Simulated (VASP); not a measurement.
# AlN in VASP: a series of runs, part 2 of 2

VASP 6.6.1. The steps go on from the part before.

### 3 Single point, PBEsol

Contents of INCAR:

```
ALGO = Normal
EDIFF = 1E-6
ENCUT = 520
GGA = PS
GGA_COMPAT = False
ISIF = 2
ISMEAR = -1
LASPH = True
LCHARG = False
LREAL = False
LWAVE = False
NBANDS = 16
NELM = 120
PREC = Accurate
SIGMA = 0.05
```

Contents of KPOINTS:

```
k-points
0
Gamma
  6 4 6
```

Contents of POSCAR:

```
AlN
1.0
    2.1888610000     -2.1888610000      0.0000000000
    0.0000000000      0.0000000000      4.3777220000
   -2.1888610000     -2.1888610000      0.0000000000
Al N
2 2
Direct
    0.0000000000      0.0000000000      0.0000000000
    0.5000000000      0.5000000000      0.5000000000
    0.0000000000      0.2500000000      0.5000000000
    0.5000000000      0.7500000000      0.0000000000
```

Potentials or basis: VASP PAW PBE potentials, release 64 (Al, N).

The run is started by

```bash
$ cat potpaw_PBE.64/Al/POTCAR potpaw_PBE.64/N/POTCAR > POTCAR
$ mpirun -np 1 vasp_std > vasp.out
```

OUTCAR:

```text
EDIFF = 1E-6
   ENCUT = 520
   GGA = PS
   ISIF = 2
   ISMEAR = -1
   LASPH = True
   LREAL = False
   NELM = 120
   PREC = Accurate

 ion  position               nearest neighbor table
   1  0.000  0.000  0.000-   3 1.90   4 1.90   3 1.90   4 1.90   2 3.10   2 3.10   2 3.10   2 3.10
                             2 3.10   2 3.10   2 3.10   2 3.10
   2  0.500  0.500  0.500-   3 1.90   4 1.90   4 1.90   3 1.90   1 3.10   1 3.10   1 3.10   1 3.10
                             1 3.10   1 3.10   1 3.10   1 3.10
   3  0.000  0.250  0.500-   1 1.90   2 1.90   1 1.90   2 1.90
   4  0.500  0.750  0.000-   1 1.90   2 1.90   2 1.90   1 1.90

  LATTYP: Found a simple tetragonal cell.
 ALAT       =     3.0955169123
 C/A-ratio  =     1.4142135624

  Lattice vectors:

 A1 = (  -2.1888610000,   2.1888610000,   0.0000000000)
 A2 = (  -2.1888610000,  -2.1888610000,   0.0000000000)
 A3 = (   0.0000000000,   0.0000000000,   4.3777220000)

Analysis of symmetry for initial positions (statically):
=====================================================================
 Subroutine PRICEL returns following result:

  LATTYP: Found a face centered cubic cell.
 ALAT       =     4.3777220000

  Lattice vectors:

 A1 = (  -2.1888610000,   0.0000000000,   2.1888610000)
 A2 = (  -2.1888610000,  -2.1888610000,   0.0000000000)
 A3 = (   0.0000000000,  -2.1888610000,   2.1888610000)

   2 primitive cells build up your supercell.

 Routine SETGRP: Setting up the symmetry group for a
 simple tetragonal supercell.

 Subroutine GETGRP returns: Found  8 space group operations
 (whereof  8 operations were pure point group operations)
 out of a pool of 16 trial point group operations.

The static configuration has the point symmetry D_2d.

Analysis of symmetry for dynamics (positions and initial velocities):
[... 132 lines left out ...]
   NELECT =      16.0000    total number of electrons
   NUPDOWN=      -1.0000    fix difference up-down
   EMIN   =  10.00;   EMAX   =-10.00  energy-range for DOS
   EFERMI =   0.00;   METHOD = LEGACY
   ISMEAR =    -1;   SIGMA  =   0.05  broadening in eV -4-tet -1-fermi 0-gaus
   EFERMI_NEDOS =   21; number of points for ismear=-14 and -15
   IALGO  =     38    algorithm
   IMIX   =      4    mixing-type and parameters
     AMIX     =   0.40;   BMIX     =  1.00
     AMIX_MAG =   1.60;   BMIX_MAG =  1.00
  volume/ion in A,a.u.               =      10.49        70.77
  Fermi-wavevector in a.u.,A,eV,Ry     =   1.187253  2.243583 19.178363  1.409570
  Thomas-Fermi vector in A             =   2.323408
   LORBIT       =      0    0 simple, 1 ext, 2 COOP (PROOUT), +10 PAW based schemes
   GGA     = PS    functional components
   LHFCALC =     F    Hartree Fock is set to
   AEXX    =    0.0000 exact exchange contribution
   IVDW    =     0    specifies the selected vdW correction
   LEPSILON=     F    determine dielectric tensor
   LRPA    =     F    only Hartree local field effects (RPA)
 non-spin polarized calculation
  energy-cutoff  :      520.00
  volume of cell :       41.95
 maximum number of plane-waves:      1176
 NGX is ok and might be reduce to    24
   NGX = 11   NGY = 17   NGZ = 11

 number of electron      15.9999998 magnetization

 Free energy of the ion-electron system (eV)
  ---------------------------------------------------
  ext. energy  EPLUGINS =         0.00000000
  ---------------------------------------------------
  free energy    TOTEN  =       -31.22136701 eV

  energy without entropy =      -31.22136701  energy(sigma->0) =      -31.22136701

 E-fermi :   6.9102     XC(G=0): -11.0999

 val. band max:        5.8166558579   @ k =   0.0000   0.0000   0.0000
 cond. band min:       8.9989308973   @ k =   0.5000   0.0000   0.5000
 fundamental gap:      3.1822750393
 Fermi energy:         6.9102066384

 k-point     1 :       0.0000    0.0000    0.0000
  band No.  band energies     occupation
      1      -9.1031      2.00000
      2      -6.3989      2.00000
      3       0.8901      2.00000
      4       4.0342      2.00000
      5       4.0342      2.00000
      6       5.8165      2.00000
[... 433 lines left out ...]
      3       1.6264      2.00000
      4       1.6762      2.00000
      5       1.9554      2.00000
      6       3.8426      2.00000
[... 8 lines left out ...]
     15      19.2863      0.00000
     16      19.5599      0.00000

 [... further k-points ...]
[... 5 lines left out ...]
  --------------------------------------------------------------------------------------
  -------------------------------------------------------------------------------------
  Total       -0.0140255     -0.0140255     -0.0259369      0.0000000      0.0000000      0.0000000
  in kB       -0.5356898     -0.5356898     -0.9906363      0.0000000      0.0000000      0.0000000
  external PRESSURE =      -0.6873386 kB  Pullay stress =       0.0000000 kB

 VOLUME and BASIS-vectors are now :
 -----------------------------------------------------------------------------
  energy-cutoff  :      520.00
  volume of cell :       41.95
      direct lattice vectors                 reciprocal lattice vectors
     2.188861000 -2.188861000  0.000000000     0.228429306 -0.228429306  0.000000000
     0.000000000  0.000000000  4.377722000     0.000000000  0.000000000  0.228429306
    -2.188861000 -2.188861000  0.000000000    -0.228429306 -0.228429306  0.000000000

 POSITION                                       TOTAL-FORCE (eV/Angst)
 -----------------------------------------------------------------------------------
      0.00000      0.00000      0.00000         0.000000     -0.000000     -0.000000
      0.00000     -2.18886      2.18886         0.000000     -0.000000     -0.000000
     -1.09443     -1.09443      1.09443        -0.000000      0.000000      0.000000
      1.09443     -1.09443      3.28329        -0.000000      0.000000      0.000000
 -----------------------------------------------------------------------------------
    total drift:                                0.000000      0.000000     -0.000000

  FREE ENERGIE OF THE ION-ELECTRON SYSTEM (eV)
  ---------------------------------------------------
  free  energy   TOTEN  =       -31.2213670074 eV

  energy  without entropy=      -31.2213670073  energy(sigma->0) =      -31.22136701
```

OSZICAR:

```text
N       E                     dE             d eps       ncg     rms          rms(c)
DAV:   1     0.359000607534E+02    0.35900E+02   -0.70717E+03   984   0.862E+02
DAV:   2    -0.324172648602E+02   -0.68317E+02   -0.62502E+02  1368   0.187E+02
DAV:   3    -0.356417543492E+02   -0.32245E+01   -0.32167E+01  1144   0.411E+01
DAV:   4    -0.356612933774E+02   -0.19539E-01   -0.19538E-01  1184   0.355E+00
DAV:   5    -0.356615545236E+02   -0.26115E-03   -0.26115E-03  1128   0.415E-01    0.117E+01
DAV:   6    -0.312732624496E+02    0.43883E+01   -0.96474E+00  1152   0.223E+01    0.417E+00
DAV:   7    -0.312603124988E+02    0.12950E-01   -0.59991E-01   976   0.540E+00    0.288E+00
DAV:   8    -0.312260446738E+02    0.34268E-01   -0.76586E-02  1024   0.232E+00    0.637E-01
DAV:   9    -0.312211369168E+02    0.49078E-02   -0.12611E-02  1096   0.846E-01    0.254E-01
DAV:  10    -0.312214481951E+02   -0.31128E-03   -0.13577E-03  1096   0.248E-01    0.165E-01
DAV:  11    -0.312213678661E+02    0.80329E-04   -0.12623E-04  1144   0.821E-02    0.321E-02
DAV:  12    -0.312213670074E+02    0.85866E-06   -0.40023E-06  1128   0.174E-02
   1 F= -.31221367E+02 E0= -.31221367E+02  d E =-.395306E-10
```

Run time: 9.8 s. Hardware: 1 thread of AMD EPYC 9R45 (Zen 5), shared host; peak memory 0.12 GiB.

What came out:

| Property | Result |
| --- | --- |
| Free energy | -31.2214 eV |
| Pressure | -0.1 GPa |
| Band gap on the k mesh | 3.18 eV |

Levels at points of the mesh, in eV from the valence-band top:
```
           k point  band 4  band 5  band 6  band 7  band 8  band 9  band 10  band 11  band 12  band 13
(0.00, 0.00, 0.00)   -1.78   -1.78    0.00    0.00    0.00    3.18     4.07     8.44    12.40    12.40
(0.50, 0.00, 0.00)   -4.39   -2.49   -2.49   -0.53   -0.53    7.68     7.68     9.09     9.09    11.50
(0.00, 0.50, 0.00)   -2.90   -0.98   -0.98   -0.98   -0.98    5.84     5.84    10.09    10.09    11.34
(0.50, 0.50, 0.00)   -5.89   -0.48   -0.48   -0.48   -0.48    7.23     7.23     9.72     9.72    10.99
(0.50, 0.00, 0.50)   -4.93   -1.78   -1.78   -1.78   -1.78    3.18     3.18     8.44     8.44    13.78
(0.50, 0.50, 0.50)   -3.79   -3.46   -3.46   -2.72   -2.72    5.93     5.93    11.23    11.23    11.81
```

Caveat: the PAW data sets were made with another functional, which shifts forces and pressure a little.

### 4 Single point, HSE06

POSCAR is that of step 3.

Contents of INCAR.step1:

```
SYSTEM = AlN
PREC     = Accurate       ! precision mode
ENCUT    = 520            ! plane-wave cutoff, eV
EDIFF    = 1E-5           ! SCF threshold, eV
ISMEAR   = -1             ! smearing method
SIGMA    = 0.05           ! smearing width, eV
LREAL    = .False.        ! projectors in reciprocal space
LASPH    = .True.         ! aspherical terms in the spheres
NELM     = 120            ! most SCF steps
ALGO     = Normal         ! electronic algorithm
ISIF     = 2              ! what is computed and relaxed
LWAVE    = .True.         ! write WAVECAR
NBANDS   = 16             ! bands
GGA      = PE             ! functional
GGA_COMPAT= .False.
```

Contents of INCAR.step2:

```
SYSTEM = AlN
PREC     = Accurate       ! precision mode
ENCUT    = 520            ! plane-wave cutoff, eV
EDIFF    = 1E-6           ! SCF threshold, eV
ISMEAR   = -1             ! smearing method
SIGMA    = 0.05           ! smearing width, eV
LREAL    = .False.        ! projectors in reciprocal space
LASPH    = .True.         ! aspherical terms in the spheres
NELM     = 120            ! most SCF steps
ALGO     = Normal         ! electronic algorithm
ISIF     = 2              ! what is computed and relaxed
LWAVE    = .False.        ! write WAVECAR
LCHARG   = .True.         ! write CHGCAR
GGA      = PE             ! functional
LHFCALC  = .True.         ! exact exchange
HFSCREEN = 0.2079         ! screening, 1/A
PRECFOCK = Normal       
LELF     = .True.         ! ELF
LVHAR    = .True.       
NBANDS   = 16             ! bands
ISTART   = 1            
GGA_COMPAT= .False.
```

Contents of KPOINTS:

```
Automatic mesh
0
Gamma
  4 3 4
  0 0 0
```

The run is started by

```bash
$ cat potpaw_PBE.64/Al/POTCAR potpaw_PBE.64/N/POTCAR > POTCAR
$ cp INCAR.step1 INCAR
$ mpirun -np 1 vasp_std > vasp.out
$ cp INCAR.step2 INCAR
$ mpirun -np 1 vasp_std > vasp.out
```

Wall time 3.4 min (1 thread of AMD EPYC 9R45 (Zen 5), shared host); peak memory 0.22 GiB.

The run converged. Its results:

- Free energy: -34.7698 eV
- Pressure: -1.9 GPa
- Band gap on the k mesh: 4.54 eV

Levels at points of the mesh, in eV from the valence-band top:
| k point | band 4 | band 5 | band 6 | band 7 | band 8 | band 9 | band 10 | band 11 | band 12 | band 13 |
| --- | --- | --- | --- | --- | --- | --- | --- | --- | --- | --- |
| (0.00, 0.00, 0.00) | -1.96 | -1.96 | -0.01 | -0.01 | 0.00 | 4.55 | 5.49 | 10.03 | 14.16 | 14.16 |
| (0.50, 0.00, 0.00) | -4.70 | -2.68 | -2.68 | -0.59 | -0.59 | 9.33 | 9.33 | 10.78 | 10.78 | 13.38 |
| (0.50, 0.00, 0.50) | -5.32 | -1.95 | -1.95 | -1.95 | -1.95 | 4.54 | 4.54 | 10.03 | 10.03 | 16.00 |

Caveat: the k points lie up to 0.51 Å⁻¹ apart; the PAW data sets were made with another functional, which shifts forces and pressure a little.

### 5 Single point, PBEsol

Contents of INCAR:

```
SYSTEM = AlN
  ALGO = Normal
  EDIFF = 1E-6
  ENCUT = 520
  GGA = PS
  GGA_COMPAT = .FALSE.
  ISIF = 2
  ISMEAR = -1
  LASPH = .TRUE.
  LCHARG = .TRUE.
  LELF = .TRUE.
  LREAL = .FALSE.
  LVHAR = .TRUE.
  LWAVE = .FALSE.
  NBANDS = 16
  NELM = 120
  PREC = Accurate
  SIGMA = 0.05
```

Contents of KPOINTS:

```
k-points
0
G
  6 4 6
  0 0 0
```

POSCAR is that of step 4.

The run is started by

```bash
$ cat potpaw_PBE.64/Al/POTCAR potpaw_PBE.64/N/POTCAR > POTCAR
$ mpirun -np 1 vasp_std > vasp.out
```

Wall time 6.2 s (1 thread of Intel Xeon 6975P-C (Granite Rapids), shared host); peak memory 0.15 GiB.

Results (log left out):

* Free energy: -31.2214 eV
* Pressure: -0.1 GPa
* Band gap on the k mesh: 3.18 eV

Levels at points of the mesh, in eV from the valence-band top:
```
           k point  band 6  band 7  band 8  band 9  band 10  band 11
(0.00, 0.00, 0.00)    0.00    0.00    0.00    3.18     4.07     8.44
(0.50, 0.00, 0.00)   -2.49   -0.53   -0.53    7.68     7.68     9.09
(0.00, 0.50, 0.00)   -0.98   -0.98   -0.98    5.84     5.84    10.09
(0.50, 0.50, 0.00)   -0.48   -0.48   -0.48    7.23     7.23     9.72
(0.50, 0.00, 0.50)   -1.78   -1.78   -1.78    3.18     3.18     8.44
(0.50, 0.50, 0.50)   -3.46   -2.72   -2.72    5.93     5.93    11.23
```

Caveat: the PAW data sets were made with another functional, which shifts forces and pressure a little.

### 6 Summary

| level | k mesh | cutoff (eV) | grid for exact exchange (PRECFOCK) | screening parameter | gap on the mesh (eV) | pressure (GPa) |
| --- | --- | --- | --- | --- | --- | --- |
| r2SCAN | 4 × 3 × 4 | 580 | - | - | 3.92 | -1.4 |
| PBEsol | 6 × 4 × 6 | 520 | - | - | 3.18 | -0.1 |
| HSE06 | 4 × 3 × 4 | 520 | Normal | 0.2079 1/Å | 4.54 | -1.9 |

Alike in all rows: task single point; potentials or basis VASP PAW PBE potentials, release 64 (Al, N); no spin polarisation; cell as given; smearing fermi-dirac 0.05 eV.

Caveats: some runs use coarse meshes; the PAW data sets were made with another functional, which shifts forces and pressure a little.

Absolute energies hang on the potentials; compare differences alone.
